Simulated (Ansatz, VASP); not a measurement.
## C in VASP and in Ansatz

File INCAR:

```
  PREC = Accurate
  ENCUT = 520
  EDIFF = 1E-6
  ISMEAR = 0
  SIGMA = 0.15
  LREAL = F
  LASPH = T
  NELM = 100
  ALGO = Normal
  ISIF = 2
  LWAVE = F
  LCHARG = F
  GGA = PE
  IVDW = 12
  NBANDS = 16
```

The input KPOINTS:

```
Automatic mesh
0
Gamma
  18 12 10
```

Contents of POSCAR:

```
C
1.0
   -2.4646600698      0.0000000000      0.0000000000
    0.0000000000      0.0000000000     -3.5719696368
    0.0000000000     -4.2689164642      0.0000000000
C
4
Direct
    0.5000000000      0.0000000000      0.1610446312
    0.0000000000      0.0000000000      0.6554225957
    0.0000000000      0.0000000000      0.3389553688
    0.5000000000      0.0000000000      0.8445774043
```

Input for Ansatz:

```yaml
crystal:
  lattice:
    - [-2.4646600698, 0.0, 0.0]
    - [0.0, 0.0, -3.5719696368]
    - [0.0, -4.2689164642, 0.0]
  atoms:
    - { symbol: C, position: [0.5, 0.0, 0.1610446312] }
    - { symbol: C, position: [0.0, 0.0, 0.6554225957] }
    - { symbol: C, position: [0.0, 0.0, 0.3389553688] }
    - { symbol: C, position: [0.5, 0.0, 0.8445774043] }
basis:
  ecutwfc: 520.0
kpoints:
  mp_grid: { grid: [18, 12, 10] }
hamiltonian:
  xc: pbe
  pseudopotentials: { kind: paw, azcp: { folder: soft_1 } }
  dispersion: d3bj
scf:
  occupations: { method: gaussian, width: 0.15 }
output:
  forces: true
  stress: true
  eigenvalues: true
```

Change from the starting cell: mode 8 frozen in at -0.012 Å and mode 12 at +0.036 Å (largest displacements).

Alike in both runs: task single point; functional PBE; dispersion D3(BJ); k mesh 18 × 12 × 10; occupations gaussian, width 0.15 eV; no spin polarisation.

```csv
,VASP,Ansatz
version,VASP 6.6.1,Ansatz 0.2.0
potentials or method,"VASP PAW PBE potentials, release 64 (C), cutoff 520 eV","scalar-relativistic, plane waves, PAW"
valence electrons in the cell,16,16
```

```csv
,VASP,Ansatz,Ansatz less VASP
gap on the k mesh at the Fermi level (eV),none,none,-
pressure (GPa),2.9,2.5,-0.37
"traceless stress, the component that is largest in VASP (GPa)",9.17,8.83,-0.344
rms of the force components (eV/Å),2.475,2.472,-0.0036
```

Atom by atom the forces differ by 0.004 eV/Å (rms over components). A gap of «none» marks a metal or a gap that the smearing closes.
